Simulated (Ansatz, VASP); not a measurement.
# One calculation of ZnO, two programs

```
Zn O
1.0
     3.29216    0.00000    0.00000
    -1.64608    2.85109    0.00000
     0.00000    0.00000    5.27228
Zn O
2 2
Cartesian
  0.0000 1.9007 0.0000
  1.6461 0.9504 2.6361
  0.0000 1.9007 2.0145
  1.6461 0.9504 4.6507
```

Change from the starting cell: volume scaled by 1.04, crystal datasets.

Alike in both runs: task electric field gradients; functional LDA; k mesh 11 × 11 × 6; occupations fermi-dirac, width 0.02 eV; no spin polarisation.

|  | VASP | Ansatz |
| --- | --- | --- |
| version | VASP 6.6.1 | Ansatz 0.2.0 |
| potentials or method | VASP PAW LDA potentials, release 64 (Zn, O), cutoff 520 eV | all-electron PAW with datasets made for the crystal, scalar-relativistic |

|  | VASP | Ansatz | Ansatz less VASP |
| --- | --- | --- | --- |
| pressure (GPa) | -10.8 | -11.7 | -0.87 |
| traceless stress, the component that is largest in VASP (GPa) | 0.50 | 0.51 | +0.002 |
| rms of the force components (eV/Å) | 0.023 | 0.023 | -0.0002 |
| size of Vzz on the site where it differs most (V/Å²) | 7.3 | 6.8 | -0.54 |

LDA's correlation is that of Perdew and Zunger in VASP and of Perdew and Wang (1992) in Ansatz. Atom by atom the forces differ by 0.000 eV/Å (rms over components). Ansatz ran all-electron here, and VASP with PAW potentials.
